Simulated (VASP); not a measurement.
# RbBr (F-43m) in VASP: further runs

Aim: see how the results for RbBr move with the level of theory and the settings. Levels: PBEsol, HSE06, PBE-based screened hybrid with 5 % exact exchange, PBE-based screened hybrid with 75 % exact exchange. Tasks: single point.

Program: VASP 6.6.1. These are calculated values, not measurements. Logs are shortened: lines on timing, memory, paths and dates and some standing lists are left out, and cuts for length are marked.

### 1 The cell of the first run

Symmetry: F-43m, No. 216, cubic system. The conventional cell has a = 7.739 Å, b = 7.739 Å, c = 7.739 Å, α = 90.00°, β = 90.00°, γ = 90.00°. Rb (site symmetry -43m) has 4 Br at 3.35 Å within 4.4 Å. Within 4.4 Å of Br (site symmetry -43m) lie 4 Rb at 3.35 Å.

### 2 Single point, PBEsol

INCAR

```
SYSTEM = RbBr
PREC     = Accurate       ! precision mode
ENCUT    = 520            ! plane-wave cutoff, eV
EDIFF    = 1E-6           ! SCF threshold, eV
ISMEAR   = 0              ! smearing method
SIGMA    = 0.01           ! smearing width, eV
LREAL    = .FALSE.        ! projectors in reciprocal space
LASPH    = .TRUE.         ! aspherical terms in the spheres
NELM     = 100            ! most SCF steps
ALGO     = Normal         ! electronic algorithm
ISIF     = 2              ! what is computed and relaxed
LWAVE    = .FALSE.        ! write WAVECAR
LCHARG   = .FALSE.        ! write CHGCAR
GGA      = PS             ! functional
NBANDS   = 15             ! bands
```

KPOINTS

```
Automatic mesh
0
G
  4 4 4
  0 0 0
```

POSCAR

```
RbBr
1.0
    0.0000000000      3.8694968646      3.8694968646
    3.8694968646      0.0000000000      3.8694968646
    3.8694968646      3.8694968646      0.0000000000
Rb Br
1 1
Direct
    0.0000000000      0.0000000000      0.0000000000
    0.2500000000      0.2500000000      0.2500000000
```

Potentials or basis: VASP PAW PBE potentials, release 64 (Rb_sv, Br).

Launch:

```console
> cat potpaw_PBE.64/Rb_sv/POTCAR potpaw_PBE.64/Br/POTCAR > POTCAR
> mpirun -np 1 vasp_std > vasp.out
```

OUTCAR:

```text
SYSTEM = RbBr
   PREC = Accurate
   ENCUT = 520
   EDIFF = 1E-6
   ISMEAR = 0
   LREAL = .FALSE.
   LASPH = .TRUE.
   NELM = 100
   ISIF = 2
   GGA = PS

 ion  position               nearest neighbor table
   1  0.000  0.000  0.000-   2 3.35   2 3.35   2 3.35   2 3.35
   2  0.250  0.250  0.250-   1 3.35   1 3.35   1 3.35   1 3.35

  LATTYP: Found a face centered cubic cell.
 ALAT       =     7.7389937292

  Lattice vectors:

 A1 = (   0.0000000000,   3.8694968646,   3.8694968646)
 A2 = (   3.8694968646,   0.0000000000,   3.8694968646)
 A3 = (   3.8694968646,   3.8694968646,   0.0000000000)

Analysis of symmetry for initial positions (statically):
=====================================================================
 Subroutine PRICEL returns:
 Original cell was already a primitive cell.

 Routine SETGRP: Setting up the symmetry group for a
 face centered cubic supercell.

 Subroutine GETGRP returns: Found 24 space group operations
 (whereof 24 operations were pure point group operations)
 out of a pool of 48 trial point group operations.

The static configuration has the point symmetry T_d .

Analysis of symmetry for dynamics (positions and initial velocities):
=====================================================================
 Subroutine PRICEL returns:
 Original cell was already a primitive cell.

 Routine SETGRP: Setting up the symmetry group for a
 face centered cubic supercell.

 Subroutine GETGRP returns: Found 24 space group operations
 (whereof 24 operations were pure point group operations)
 out of a pool of 48 trial point group operations.

The dynamic configuration has the point symmetry T_d .

 Subroutine INISYM returns: Found 24 space group operations
 (whereof 24 operations are pure point group operations),
 and found     1 'primitive' translations

----------------------------------------------------------------------------------------

                                     Primitive cell

  volume of cell :     115.8760

  direct lattice vectors                    reciprocal lattice vectors
     0.000000000  3.869496865  3.869496865    -0.129215766  0.129215766  0.129215766
     3.869496865  0.000000000  3.869496865     0.129215766 -0.129215766  0.129215766
     3.869496865  3.869496865  0.000000000     0.129215766  0.129215766 -0.129215766

  length of vectors
     5.472294945  5.472294945  5.472294945     0.223808271  0.223808271  0.223808271

  position of ions in fractional coordinates (direct lattice)
     0.000000000  0.000000000  0.000000000
     0.250000000  0.250000000  0.250000000

  ion indices of the primitive-cell ions
   primitive index   ion index
                 1           1
                 2           2

----------------------------------------------------------------------------------------

 KPOINTS: Automatic mesh

Automatic generation of k-mesh.
 Grid dimensions read from file:
 generate k-points for:    4    4    4

 Generating k-lattice:

  Cartesian coordinates                     Fractional coordinates (reciprocal lattice)
    -0.032303941  0.032303941  0.032303941     0.250000000  0.000000000  0.000000000
     0.032303941 -0.032303941  0.032303941     0.000000000  0.250000000  0.000000000
     0.032303941  0.032303941 -0.032303941     0.000000000  0.000000000  0.250000000

  Length of vectors
     0.055952068  0.055952068  0.055952068

  Shift w.r.t. Gamma in fractional coordinates (k-lattice)
     0.000000000  0.000000000  0.000000000

 Subroutine IBZKPT returns following result:
 ===========================================

 Found      8 irreducible k-points:

 Following reciprocal coordinates:
            Coordinates               Weight
  0.000000  0.000000  0.000000      1.000000
  0.250000  0.000000  0.000000      8.000000
  0.500000  0.000000  0.000000      4.000000
  0.250000  0.250000  0.000000      6.000000
  0.500000  0.250000  0.000000     24.000000
 -0.250000  0.250000  0.000000     12.000000
  0.500000  0.500000  0.000000      3.000000
 -0.250000  0.500000  0.250000      6.000000
   k-points           NKPTS =      8   k-points in BZ     NKDIM =      8   number of bands    NBANDS=     15
   number of dos      NEDOS =    301   number of ions     NIONS =      2
   total plane-waves  NPLWV =  74088
   dimension x,y,z NGX =    42 NGY =   42 NGZ =   42
   dimension x,y,z NGXF=    84 NGYF=   84 NGZF=   84
   ions per type =               1   1
   NGX,Y,Z   is equivalent  to a cutoff of  12.76, 12.76, 12.76 a.u.
   NGXF,Y,Z  is equivalent  to a cutoff of  25.52, 25.52, 25.52 a.u.
 SYSTEM =  RbBr
   PREC   = accura    normal or accurate (medium, high low for compatibility)
   ISTART =      0    job   : 0-new  1-cont  2-samecut
   ICHARG =      2    charge: 1-file 2-atom 10-const
   ISPIN  =      1    spin polarized calculation?
   LNONCOLLINEAR =      F non collinear calculations
   LSORBIT =      F    spin-orbit coupling
   LASPH  =      T    aspherical Exc in radial PAW
   ENCUT  =  520.0 eV  38.22 Ry    6.18 a.u.  10.17 10.17 10.17*2*pi/ulx,y,z
   NELM   =    100;   NELMIN=  2; NELMDL= -5     # of ELM steps
   EDIFF  = 0.1E-05   stopping-criterion for ELM
   LREAL  =      F    real-space projection
   EDIFFG = 0.1E-04   stopping-criterion for IOM
   NSW    =      0    number of steps for IOM
   IBRION =     -1    ionic relax: 0-MD 1-quasi-New 2-CG
   NFREE  =      0    steps in history (QN), initial steepest desc. (CG)
   ISIF   =      2    stress and relaxation
   ISYM   =      2    0-nonsym 1-usesym 2-fastsym
   POTIM  = 0.5000    time-step for ionic-motion
   TEBEG  =    0.0;   TEEND  =   0.0 temperature during run
   PSTRESS=    0.0 pullay stress
   NELECT =      16.0000    total number of electrons
   NUPDOWN=      -1.0000    fix difference up-down
   EMIN   =  10.00;   EMAX   =-10.00  energy-range for DOS
   EFERMI =   0.00;   METHOD = LEGACY
   ISMEAR =     0;   SIGMA  =   0.01  broadening in eV -4-tet -1-fermi 0-gaus
   EFERMI_NEDOS =   21; number of points for ismear=-14 and -15
   IALGO  =     38    algorithm
   IMIX   =      4    mixing-type and parameters
     AMIX     =   0.40;   BMIX     =  1.00
     AMIX_MAG =   1.60;   BMIX_MAG =  1.00
  volume/ion in A,a.u.               =      57.94       390.98
  Fermi-wavevector in a.u.,A,eV,Ry     =   0.846156  1.599003  9.741494  0.715980
  Thomas-Fermi vector in A             =   1.961458
   LORBIT       =      0    0 simple, 1 ext, 2 COOP (PROOUT), +10 PAW based schemes
   GGA     = PS    functional components
   LHFCALC =     F    Hartree Fock is set to
   AEXX    =    0.0000 exact exchange contribution
   IVDW    =     0    specifies the selected vdW correction
   LEPSILON=     F    determine dielectric tensor
   LRPA    =     F    only Hartree local field effects (RPA)
 non-spin polarized calculation
 Gauss-broadening in eV      SIGMA  =   0.01
  energy-cutoff  :      520.00
  volume of cell :      115.88
 maximum number of plane-waves:      3142
 NGX is ok and might be reduce to    42
   NGX = 21   NGY = 21   NGZ = 21

 number of electron      15.9999998 magnetization

 Free energy of the ion-electron system (eV)
  ---------------------------------------------------
  ext. energy  EPLUGINS =         0.00000000
  ---------------------------------------------------
  free energy    TOTEN  =        -6.12686190 eV

  energy without entropy =       -6.12686190  energy(sigma->0) =       -6.12686190

 E-fermi :  -3.0520     XC(G=0):  -5.7536

 val. band max:       -3.1381424778   @ k =   0.5000   0.5000   0.0000
 cond. band min:       0.9786069957   @ k =   0.0000   0.0000   0.0000
 fundamental gap:      4.1167494735
 Fermi energy:        -3.0520398881

 k-point     1 :       0.0000    0.0000    0.0000
  band No.  band energies     occupation
      1     -27.6927      2.00000
      2     -15.0136      2.00000
      3     -11.8102      2.00000
      4     -11.8102      2.00000
      5     -11.8102      2.00000
      6      -3.2291      2.00000
      7      -3.2291      2.00000
      8      -3.2291      2.00000
      9       0.9786      0.00000
     10       5.0072      0.00000
     11       5.0072      0.00000
     12       6.0038      0.00000
     13       6.0038      0.00000
     14       6.0038      0.00000
     15       7.0165      0.00000

 k-point     2 :       0.2500    0.0000    0.0000
  band No.  band energies     occupation
      1     -27.6916      2.00000
      2     -15.0361      2.00000
      3     -11.8164      2.00000
      4     -11.8164      2.00000
      5     -11.7854      2.00000
      6      -3.3543      2.00000
      7      -3.2049      2.00000
      8      -3.2049      2.00000
      9       1.7898      0.00000
     10       4.6698      0.00000
     11       4.6698      0.00000
     12       5.1036      0.00000
     13       5.9292      0.00000
     14       6.4781      0.00000
     15       6.4781      0.00000

 k-point     3 :       0.5000    0.0000    0.0000
  band No.  band energies     occupation
      1     -27.6905      2.00000
      2     -15.0581      2.00000
      3     -11.8226      2.00000
      4     -11.8226      2.00000
      5     -11.7621      2.00000
      6      -3.4366      2.00000
      7      -3.1819      2.00000
      8      -3.1819      2.00000
      9       3.1508      0.00000
     10       3.4269      0.00000
     11       4.6826      0.00000
     12       4.6826      0.00000
     13       6.0480      0.00000
     14       6.0480      0.00000
     15       6.5467      0.00000

 k-point     4 :       0.2500    0.2500    0.0000
  band No.  band energies     occupation
      1     -27.6912      2.00000
      2     -15.0435      2.00000
      3     -11.8252      2.00000
      4     -11.8252      2.00000
      5     -11.7635      2.00000
      6      -3.4111      2.00000
      7      -3.1851      2.00000
      8      -3.1851      2.00000
      9       2.0654      0.00000
     10       3.7718      0.00000
     11       5.3221      0.00000
     12       5.4953      0.00000
     13       6.3071      0.00000
     14       6.3071      0.00000
     15       6.8631      0.00000

 k-point     5 :       0.5000    0.2500    0.0000
  band No.  band energies     occupation
      1     -27.6902      2.00000
      2     -15.0651      2.00000
      3     -11.8448      2.00000
      4     -11.8313      2.00000
      5     -11.7269      2.00000
      6      -3.4369      2.00000
      7      -3.2145      2.00000
      8      -3.1601      2.00000
      9       3.0146      0.00000
     10       3.5829      0.00000
     11       4.5426      0.00000
     12       5.1451      0.00000
     13       6.2892      0.00000
     14       6.3547      0.00000
     15       6.5763      0.00000

 k-point     6 :      -0.2500    0.2500    0.0000
  band No.  band energies     occupation
      1     -27.6905      2.00000
      2     -15.0579      2.00000
      3     -11.8444      2.00000
      4     -11.8226      2.00000
      5     -11.7398      2.00000
      6      -3.3832      2.00000
      7      -3.2433      2.00000
      8      -3.1794      2.00000
      9       2.7278      0.00000
     10       4.0657      0.00000
     11       4.4795      0.00000
     12       4.5477      0.00000
     13       6.2505      0.00000
     14       6.6129      0.00000
     15       6.7340      0.00000

 k-point     7 :       0.5000    0.5000    0.0000
  band No.  band energies     occupation
      1     -27.6898      2.00000
      2     -15.0723      2.00000
      3     -11.8401      2.00000
      4     -11.8401      2.00000
      5     -11.7186      2.00000
      6      -3.5346      2.00000
      7      -3.1381      2.00000
      8      -3.1381      2.00000
      9       2.8615      0.00000
     10       3.6120      0.00000
     11       5.2953      0.00000
     12       5.7670      0.00000
     13       5.9335      0.00000
     14       5.9335      0.00000
     15       6.3627      0.00000

 k-point     8 :      -0.2500    0.5000    0.2500
  band No.  band energies     occupation
      1     -27.6898      2.00000
      2     -15.0720      2.00000
      3     -11.8516      2.00000
      4     -11.8405      2.00000
      5     -11.7074      2.00000
      6      -3.3985      2.00000
      7      -3.2800      2.00000
      8      -3.1391      2.00000
      9       2.9928      0.00000
     10       3.6083      0.00000
     11       5.2353      0.00000
     12       5.3944      0.00000
     13       5.6383      0.00000
     14       5.8822      0.00000
     15       6.8736      0.00000

------------------------ aborting loop because EDIFF is reached ----------------------------------------

  FORCE on cell =-STRESS in cart. coord.  units (eV):
  Direction    XX          YY          ZZ          XY          YZ          ZX
  --------------------------------------------------------------------------------------
  -------------------------------------------------------------------------------------
  Total       -0.2105167     -0.2105167     -0.2105167      0.0000000      0.0000000     -0.0000000
  in kB       -2.9107410     -2.9107410     -2.9107410      0.0000000      0.0000000     -0.0000000
  external PRESSURE =      -2.9107410 kB  Pullay stress =       0.0000000 kB

 VOLUME and BASIS-vectors are now :
 -----------------------------------------------------------------------------
  energy-cutoff  :      520.00
  volume of cell :      115.88
      direct lattice vectors                 reciprocal lattice vectors
     0.000000000  3.869496865  3.869496865    -0.129215766  0.129215766  0.129215766
     3.869496865  0.000000000  3.869496865     0.129215766 -0.129215766  0.129215766
     3.869496865  3.869496865  0.000000000     0.129215766  0.129215766 -0.129215766

 POSITION                                       TOTAL-FORCE (eV/Angst)
 -----------------------------------------------------------------------------------
      0.00000      0.00000      0.00000        -0.000000      0.000000      0.000000
      1.93475      1.93475      1.93475         0.000000     -0.000000     -0.000000
 -----------------------------------------------------------------------------------
    total drift:                               -0.000000     -0.000000     -0.000000

  FREE ENERGIE OF THE ION-ELECTRON SYSTEM (eV)
  ---------------------------------------------------
  free  energy   TOTEN  =        -6.1268619048 eV

  energy  without entropy=       -6.1268619048  energy(sigma->0) =       -6.12686190
```

It took 14 s on 1 thread of Intel Xeon Platinum 8488C (Sapphire Rapids), shared host; peak memory 0.24 GiB.

What came out:

```yaml
Free_energy: -6.1269 eV
Pressure: -0.3 GPa
Band_gap_on_the_k_mesh: 4.12 eV (least direct gap 4.21 eV)
```

Caveat: the structure was generated, so it needn't be the stable form of RbBr; the PAW data sets were made with another functional, which shifts forces and pressure a little. A k mesh can miss the band edges.

[end of part 1 of 2]
